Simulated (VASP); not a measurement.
# Sc3W (Pm-3n) in VASP: further runs, part 2 of 3

VASP 6.6.1. Earlier steps stand in the parts before.

### Step 3. Single point, PBE

The input, INCAR:

```
SYSTEM = Sc3W
  ALGO = Normal
  EDIFF = 1E-6
  ENCUT = 500
  GGA = PE
  GGA_COMPAT = .False.
  ISIF = 2
  ISMEAR = 0
  LASPH = .True.
  LCHARG = .False.
  LREAL = .False.
  LWAVE = .False.
  NBANDS = 57
  NELM = 120
  PREC = Accurate
  SIGMA = 0.1
```

The input, KPOINTS:

```
k-points
0
Gamma
  4 4 4
  0 0 0
```

The input, POSCAR:

```
Sc3W
1.0
    5.5227106273      0.0000000000      0.0000000000
    0.0000000000      5.5227106273      0.0000000000
    0.0000000000      0.0000000000      5.5227106273
Sc W
6 2
Direct
    0.0000000000      0.5000000000      0.2500000000
    0.0000000000      0.5000000000      0.7500000000
    0.2500000000      0.0000000000      0.5000000000
    0.7500000000      1.0000000000      0.5000000000
    0.5000000000      0.7500000000      0.0000000000
    0.5000000000      0.2500000000      1.0000000000
    0.0000000000      0.0000000000      1.0000000000
    0.5000000000      0.5000000000      0.5000000000
```

Potentials or basis: VASP PAW PBE potentials, release 64 (Sc_sv, W_sv).

The run is started by

```console
cat potpaw_PBE.64/Sc_sv/POTCAR potpaw_PBE.64/W_sv/POTCAR > POTCAR
mpirun -np 1 vasp_std > vasp.out
```

OUTCAR:

```text
SYSTEM = Sc3W
   EDIFF = 1E-6
   ENCUT = 500
   GGA = PE
   ISIF = 2
   ISMEAR = 0
   LASPH = .True.
   LREAL = .False.
   NELM = 120
   PREC = Accurate

 ion  position               nearest neighbor table
   1  0.000  0.500  0.250-   2 2.76   2 2.76   8 3.09   7 3.09   7 3.09   8 3.09   4 3.38   5 3.38
                             3 3.38   4 3.38   6 3.38   5 3.38   6 3.38   3 3.38
   2  0.000  0.500  0.750-   1 2.76   1 2.76   8 3.09   7 3.09   7 3.09   8 3.09   4 3.38   5 3.38
                             3 3.38   4 3.38   6 3.38   5 3.38   6 3.38   3 3.38
   3  0.250  0.000  0.500-   4 2.76   4 2.76   8 3.09   7 3.09   8 3.09   7 3.09   1 3.38   5 3.38
                             6 3.38   5 3.38   1 3.38   2 3.38   6 3.38   2 3.38
   4  0.750  0.000  0.500-   3 2.76   3 2.76   8 3.09   7 3.09   8 3.09   7 3.09   1 3.38   5 3.38
                             6 3.38   5 3.38   1 3.38   2 3.38   6 3.38   2 3.38
   5  0.500  0.750  0.000-   6 2.76   6 2.76   8 3.09   8 3.09   7 3.09   7 3.09   3 3.38   3 3.38
                             4 3.38   4 3.38   1 3.38   1 3.38   2 3.38   2 3.38
   6  0.500  0.250  0.000-   5 2.76   5 2.76   8 3.09   8 3.09   7 3.09   7 3.09   3 3.38   3 3.38
                             4 3.38   4 3.38   1 3.38   1 3.38   2 3.38   2 3.38
   7  0.000  0.000  0.000-   1 3.09   2 3.09   3 3.09   4 3.09   5 3.09   6 3.09   3 3.09   4 3.09
                             1 3.09   2 3.09   5 3.09   6 3.09
   8  0.500  0.500  0.500-   1 3.09   2 3.09   3 3.09   4 3.09   5 3.09   6 3.09   5 3.09   6 3.09
                             3 3.09   4 3.09   1 3.09   2 3.09

  LATTYP: Found a simple cubic cell.
 ALAT       =     5.5227106273

  Lattice vectors:

 A1 = (   5.5227106273,   0.0000000000,   0.0000000000)
 A2 = (   0.0000000000,   5.5227106273,   0.0000000000)
 A3 = (   0.0000000000,   0.0000000000,   5.5227106273)

Analysis of symmetry for initial positions (statically):
=====================================================================
 Subroutine PRICEL returns:
 Original cell was already a primitive cell.

 Routine SETGRP: Setting up the symmetry group for a
 simple cubic supercell.

 Subroutine GETGRP returns: Found 48 space group operations
 (whereof 24 operations were pure point group operations)
 out of a pool of 48 trial point group operations.

The static configuration has the point symmetry T_h .
 The point group associated with its full space group is O_h .

Analysis of symmetry for dynamics (positions and initial velocities):
=====================================================================
 Subroutine PRICEL returns:
 Original cell was already a primitive cell.

 Routine SETGRP: Setting up the symmetry group for a
 simple cubic supercell.

 Subroutine GETGRP returns: Found 48 space group operations
 (whereof 24 operations were pure point group operations)
 out of a pool of 48 trial point group operations.

The dynamic configuration has the point symmetry T_h .
 The point group associated with its full space group is O_h .

 Subroutine INISYM returns: Found 48 space group operations
 (whereof 24 operations are pure point group operations),
 and found     1 'primitive' translations

----------------------------------------------------------------------------------------

                                     Primitive cell
[... 66 lines left out ...]
  0.250000  0.250000  0.250000      8.000000
  0.500000  0.250000  0.250000     12.000000
  0.500000  0.500000  0.250000      6.000000
  0.500000  0.500000  0.500000      1.000000
   k-points           NKPTS =     10   k-points in BZ     NKDIM =     10   number of bands    NBANDS=     57
   number of dos      NEDOS =    301   number of ions     NIONS =      8
   total plane-waves  NPLWV =  64000
   dimension x,y,z NGX =    40 NGY =   40 NGZ =   40
   dimension x,y,z NGXF=    80 NGYF=   80 NGZF=   80
   ions per type =               6   2
   NGX,Y,Z   is equivalent  to a cutoff of  12.04, 12.04, 12.04 a.u.
   NGXF,Y,Z  is equivalent  to a cutoff of  24.08, 24.08, 24.08 a.u.
 SYSTEM =  Sc3W
   PREC   = accura    normal or accurate (medium, high low for compatibility)
   ISTART =      0    job   : 0-new  1-cont  2-samecut
   ICHARG =      2    charge: 1-file 2-atom 10-const
   ISPIN  =      1    spin polarized calculation?
   LNONCOLLINEAR =      F non collinear calculations
   LSORBIT =      F    spin-orbit coupling
   LASPH  =      T    aspherical Exc in radial PAW
   ENCUT  =  500.0 eV  36.75 Ry    6.06 a.u.  10.07 10.07 10.07*2*pi/ulx,y,z
   NELM   =    120;   NELMIN=  2; NELMDL= -5     # of ELM steps
   EDIFF  = 0.1E-05   stopping-criterion for ELM
   LREAL  =      F    real-space projection
   EDIFFG = 0.1E-04   stopping-criterion for IOM
   NSW    =      0    number of steps for IOM
   IBRION =     -1    ionic relax: 0-MD 1-quasi-New 2-CG
   NFREE  =      0    steps in history (QN), initial steepest desc. (CG)
   ISIF   =      2    stress and relaxation
   ISYM   =      2    0-nonsym 1-usesym 2-fastsym
   POTIM  = 0.5000    time-step for ionic-motion
   TEBEG  =    0.0;   TEEND  =   0.0 temperature during run
   PSTRESS=    0.0 pullay stress
   NELECT =      94.0000    total number of electrons
   NUPDOWN=      -1.0000    fix difference up-down
   EMIN   =  10.00;   EMAX   =-10.00  energy-range for DOS
   EFERMI =   0.00;   METHOD = LEGACY
   ISMEAR =     0;   SIGMA  =   0.10  broadening in eV -4-tet -1-fermi 0-gaus
   EFERMI_NEDOS =   21; number of points for ismear=-14 and -15
   IALGO  =     38    algorithm
   IMIX   =      4    mixing-type and parameters
     AMIX     =   0.40;   BMIX     =  1.00
     AMIX_MAG =   1.60;   BMIX_MAG =  1.00
  volume/ion in A,a.u.               =      21.06       142.09
  Fermi-wavevector in a.u.,A,eV,Ry     =   1.347820  2.547010 24.716591  1.816618
  Thomas-Fermi vector in A             =   2.475539
   LORBIT       =      0    0 simple, 1 ext, 2 COOP (PROOUT), +10 PAW based schemes
   GGA     = PE    functional components
   LHFCALC =     F    Hartree Fock is set to
   AEXX    =    0.0000 exact exchange contribution
   IVDW    =     0    specifies the selected vdW correction
   LEPSILON=     F    determine dielectric tensor
   LRPA    =     F    only Hartree local field effects (RPA)
 non-spin polarized calculation
 Gauss-broadening in eV      SIGMA  =   0.10
  energy-cutoff  :      500.00
  volume of cell :      168.44
 maximum number of plane-waves:      4337
   NGX = 21   NGY = 21   NGZ = 21

 number of electron      93.9999996 magnetization

 Free energy of the ion-electron system (eV)
  ---------------------------------------------------
  ext. energy  EPLUGINS =         0.00000000
  ---------------------------------------------------
  free energy    TOTEN  =       -60.12343378 eV

  energy without entropy =      -60.04506098  energy(sigma->0) =      -60.08424738

 E-fermi :   5.3243     XC(G=0): -10.8949

 val. band max:        5.2893031426   @ k =   0.2500   0.2500   0.0000
 cond. band min:       5.3320029029   @ k =   0.2500   0.2500   0.0000
 fundamental gap:      0.0426997603
 Fermi energy:         5.3243248111

 k-point     1 :       0.0000    0.0000    0.0000
  band No.  band energies     occupation
      1     -67.9863      2.00000
      2     -67.9863      2.00000
      3     -43.8654      2.00000
      4     -43.8262      2.00000
      5     -43.8262      2.00000
      6     -43.7048      2.00000
[... 589 lines left out ...]
     56       6.0425      0.00000
     57       8.0066      0.00000

------------------------ aborting loop because EDIFF is reached ----------------------------------------

  FORCE on cell =-STRESS in cart. coord.  units (eV):
  Direction    XX          YY          ZZ          XY          YZ          ZX
  --------------------------------------------------------------------------------------
  -------------------------------------------------------------------------------------
  Total        0.0608434      0.0608434      0.0608434     -0.0000000     -0.0000000     -0.0000000
  in kB        0.5787185      0.5787185      0.5787185     -0.0000000     -0.0000000     -0.0000000
  external PRESSURE =       0.5787185 kB  Pullay stress =       0.0000000 kB

 VOLUME and BASIS-vectors are now :
 -----------------------------------------------------------------------------
  energy-cutoff  :      500.00
  volume of cell :      168.44
      direct lattice vectors                 reciprocal lattice vectors
     5.522710627  0.000000000  0.000000000     0.181070505  0.000000000  0.000000000
     0.000000000  5.522710627  0.000000000     0.000000000  0.181070505  0.000000000
     0.000000000  0.000000000  5.522710627     0.000000000  0.000000000  0.181070505

 POSITION                                       TOTAL-FORCE (eV/Angst)
 -----------------------------------------------------------------------------------
      0.00000      2.76136      1.38068         0.000000     -0.000000      0.000000
      0.00000      2.76136      4.14203        -0.000000      0.000000     -0.000000
      1.38068      0.00000      2.76136        -0.000000     -0.000000     -0.000000
      4.14203      0.00000      2.76136         0.000000      0.000000      0.000000
      2.76136      4.14203      0.00000        -0.000000      0.000000     -0.000000
      2.76136      1.38068      0.00000         0.000000      0.000000      0.000000
      0.00000      0.00000      0.00000         0.000000      0.000000      0.000000
      2.76136      2.76136      2.76136         0.000000      0.000000      0.000000
 -----------------------------------------------------------------------------------
    total drift:                               -0.000000     -0.000000     -0.000000

  FREE ENERGIE OF THE ION-ELECTRON SYSTEM (eV)
  ---------------------------------------------------
  free  energy   TOTEN  =       -60.1234337793 eV

  energy  without entropy=      -60.0450609792  energy(sigma->0) =      -60.08424738
```

Run time: 3.4 min. Hardware: 1 thread of Intel Xeon 8259CL, shared host; peak memory 0.27 GiB.

What came out:

| Property | Result |
| --- | --- |
| Free energy | -60.1234 eV |
| Pressure | 0.1 GPa |
| Band gap on the k mesh | zero (bands 47 and 48 overlap by 0.41 eV) |

Levels at points of the mesh, in eV from the Fermi level:
```
           k point  band 42  band 43  band 44  band 45  band 46  band 47  band 48  band 49  band 50  band 51
(0.00, 0.00, 0.00)    -0.84    -0.68    -0.68    -0.56    -0.56    -0.56    -0.12    -0.12    -0.12    -0.08
(0.50, 0.00, 0.00)    -1.10    -0.87    -0.87    -0.26    -0.26     0.01     0.01     0.06     0.06     0.15
(0.50, 0.50, 0.00)    -1.06    -0.69    -0.69    -0.45     0.03     0.13     0.13     0.14     0.27     0.28
(0.50, 0.50, 0.50)    -1.00    -1.00    -1.00     0.17     0.17     0.17     0.17     0.17     0.17     0.72
```

Caveat: spin-orbit coupling is left out, which moves the levels of the heavy elements.

### Step 4. Single point, PBE

This run uses another cell than the first one, of 19.16 Å³/atom.

The input, INCAR:

```
SYSTEM = Sc3W
PREC = Accurate
ENCUT = 500
EDIFF = 1E-6
ISMEAR = 0
SIGMA = 0.1
LREAL = .False.
LASPH = .True.
NELM = 120
ALGO = Normal
ISIF = 2
LWAVE = .False.
LCHARG = .False.
GGA = PE
NBANDS = 57
GGA_COMPAT = .False.
```

The input, KPOINTS:

```
regular mesh
0
Gamma
  4 4 4
  0 0 0
```

The input, POSCAR:

```
Sc3W
1.0
    5.3514303413      0.0000000000      0.0000000000
    0.0000000000      5.3514303413      0.0000000000
    0.0000000000      0.0000000000      5.3514303413
Sc W
6 2
Direct
    0.0000000000      0.5000000000      0.2500000000
    0.0000000000      0.5000000000      0.7500000000
    0.2500000000      0.0000000000      0.5000000000
    0.7500000000      0.0000000000      0.5000000000
    0.5000000000      0.7500000000      0.0000000000
    0.5000000000      0.2500000000      0.0000000000
    0.0000000000      0.0000000000      0.0000000000
    0.5000000000      0.5000000000      0.5000000000
```

Potentials or basis: VASP PAW PBE potentials, release 64 (Sc_sv, W_sv).

The run is started by

```console
cat potpaw_PBE.64/Sc_sv/POTCAR potpaw_PBE.64/W_sv/POTCAR > POTCAR
mpirun -np 1 vasp_std > vasp.out
```

OUTCAR:

```text
SYSTEM = Sc3W
   PREC = Accurate
   ENCUT = 500
   EDIFF = 1E-6
   ISMEAR = 0
   LREAL = .False.
   LASPH = .True.
   NELM = 120
   ISIF = 2
   GGA = PE

 ion  position               nearest neighbor table
   1  0.000  0.500  0.250-   2 2.68   2 2.68   8 2.99   7 2.99   7 2.99   8 2.99   4 3.28   5 3.28
                             3 3.28   4 3.28   6 3.28   5 3.28   6 3.28   3 3.28
   2  0.000  0.500  0.750-   1 2.68   1 2.68   8 2.99   7 2.99   7 2.99   8 2.99   4 3.28   5 3.28
                             3 3.28   4 3.28   6 3.28   5 3.28   6 3.28   3 3.28
   3  0.250  0.000  0.500-   4 2.68   4 2.68   8 2.99   7 2.99   8 2.99   7 2.99   1 3.28   2 3.28
                             1 3.28   2 3.28   6 3.28   5 3.28   6 3.28   5 3.28
   4  0.750  0.000  0.500-   3 2.68   3 2.68   8 2.99   7 2.99   8 2.99   7 2.99   1 3.28   2 3.28
                             1 3.28   2 3.28   6 3.28   5 3.28   6 3.28   5 3.28
   5  0.500  0.750  0.000-   6 2.68   6 2.68   8 2.99   8 2.99   7 2.99   7 2.99   1 3.28   1 3.28
                             2 3.28   2 3.28   3 3.28   3 3.28   4 3.28   4 3.28
   6  0.500  0.250  0.000-   5 2.68   5 2.68   8 2.99   8 2.99   7 2.99   7 2.99   1 3.28   1 3.28
                             2 3.28   2 3.28   3 3.28   3 3.28   4 3.28   4 3.28
[... 199 lines left out ...]
      3     -42.8860      2.00000
      4     -42.8261      2.00000
      5     -42.8261      2.00000
      6     -42.6574      2.00000
[... 589 lines left out ...]
     56       6.8388      0.00000
     57       9.0166      0.00000

------------------------ aborting loop because EDIFF is reached ----------------------------------------

  FORCE on cell =-STRESS in cart. coord.  units (eV):
  Direction    XX          YY          ZZ          XY          YZ          ZX
  --------------------------------------------------------------------------------------
  -------------------------------------------------------------------------------------
  Total        8.9977969      8.9977969      8.9977969      0.0000000      0.0000000     -0.0000000
  in kB       94.0669661     94.0669661     94.0669661      0.0000000      0.0000000     -0.0000000
  external PRESSURE =      94.0669661 kB  Pullay stress =       0.0000000 kB

 VOLUME and BASIS-vectors are now :
 -----------------------------------------------------------------------------
  energy-cutoff  :      500.00
  volume of cell :      153.25
      direct lattice vectors                 reciprocal lattice vectors
     5.351430341  0.000000000  0.000000000     0.186865929  0.000000000  0.000000000
     0.000000000  5.351430341  0.000000000     0.000000000  0.186865929  0.000000000
     0.000000000  0.000000000  5.351430341     0.000000000  0.000000000  0.186865929

 POSITION                                       TOTAL-FORCE (eV/Angst)
 -----------------------------------------------------------------------------------
      0.00000      2.67572      1.33786        -0.000000     -0.000000      0.000000
      0.00000      2.67572      4.01357        -0.000000     -0.000000     -0.000000
      1.33786      0.00000      2.67572        -0.000000      0.000000      0.000000
      4.01357      0.00000      2.67572         0.000000     -0.000000     -0.000000
      2.67572      4.01357      0.00000        -0.000000     -0.000000      0.000000
      2.67572      1.33786      0.00000         0.000000      0.000000     -0.000000
      0.00000      0.00000      0.00000        -0.000000      0.000000      0.000000
      2.67572      2.67572      2.67572        -0.000000      0.000000      0.000000
 -----------------------------------------------------------------------------------
    total drift:                                0.000000     -0.000000      0.000000

  FREE ENERGIE OF THE ION-ELECTRON SYSTEM (eV)
  ---------------------------------------------------
  free  energy   TOTEN  =       -59.6956129099 eV

  energy  without entropy=      -59.6288790098  energy(sigma->0) =      -59.66224596
```

OSZICAR:

```text
N       E                     dE             d eps       ncg     rms          rms(c)
DAV:   1     0.188085156586E+04    0.18809E+04   -0.42495E+04  1180   0.181E+03
DAV:   2     0.109308337286E+03   -0.17715E+04   -0.17501E+04  1572   0.827E+02
DAV:   3    -0.499640952612E+02   -0.15927E+03   -0.14963E+03  1870   0.304E+02
DAV:   4    -0.637269797482E+02   -0.13763E+02   -0.12643E+02  1912   0.722E+01
DAV:   5    -0.645147726975E+02   -0.78779E+00   -0.71532E+00  1856   0.170E+01    0.257E+01
DAV:   6    -0.619277389698E+02    0.25870E+01   -0.30312E+01  1640   0.274E+01    0.139E+01
DAV:   7    -0.605733698070E+02    0.13544E+01   -0.20435E+01  1768   0.143E+01    0.658E+00
DAV:   8    -0.597288500166E+02    0.84452E+00   -0.52088E+00  1620   0.991E+00    0.163E+00
DAV:   9    -0.597166813973E+02    0.12169E-01   -0.40619E-01  1871   0.310E+00    0.151E+00
DAV:  10    -0.596953699464E+02    0.21311E-01   -0.88182E-02  1686   0.111E+00    0.311E-01
DAV:  11    -0.596956974872E+02   -0.32754E-03   -0.43781E-03  1768   0.390E-01    0.618E-02
DAV:  12    -0.596956173175E+02    0.80170E-04   -0.34263E-04  1670   0.982E-02    0.179E-02
DAV:  13    -0.596956123922E+02    0.49253E-05   -0.12634E-05  1456   0.279E-02    0.660E-03
DAV:  14    -0.596956129099E+02   -0.51766E-06   -0.82302E-07   798   0.954E-03
   1 F= -.59695613E+02 E0= -.59662246E+02  d E =-.667339E-01
```

stdout:

```text
POSCAR found type information on POSCAR ScW
 POSCAR found :  2 types and       8 ions
 scaLAPACK will be used
 LDA part: xc-table for (Slater+PW92), standard interpolation
 POSCAR, INCAR and KPOINTS ok, starting setup
 FFT: planning ... GRIDC
 FFT: planning ... GRID_SOFT
 FFT: planning ... GRID
 WAVECAR not read
 entering main loop
```

It took 3.2 min on 1 thread of Intel Xeon 8259CL, shared host; peak memory 0.27 GiB.

What came out:

| Item | Value |
| --- | --- |
| Free energy | -59.6956 eV |
| Pressure | 9.4 GPa |
| Band gap on the k mesh | zero (bands 47 and 48 overlap by 0.43 eV) |

Levels at points of the mesh, in eV from the Fermi level:
```csv
k point,band 42,band 43,band 44,band 45,band 46,band 47,band 48,band 49,band 50,band 51
"(0.00, 0.00, 0.00)",-0.98,-0.71,-0.71,-0.45,-0.45,-0.45,-0.14,-0.14,-0.14,-0.11
"(0.50, 0.00, 0.00)",-1.16,-1.01,-1.01,-0.20,-0.20,0.01,0.01,0.09,0.09,0.14
"(0.50, 0.50, 0.00)",-1.21,-0.76,-0.76,-0.57,-0.02,0.11,0.21,0.21,0.25,0.39
"(0.50, 0.50, 0.50)",-1.15,-1.15,-1.15,0.23,0.23,0.23,0.23,0.23,0.23,0.77
```

Caveat: the cell stands under pressure; spin-orbit coupling is left out, which moves the levels of the heavy elements.

(Continued in part 3 of 3.)
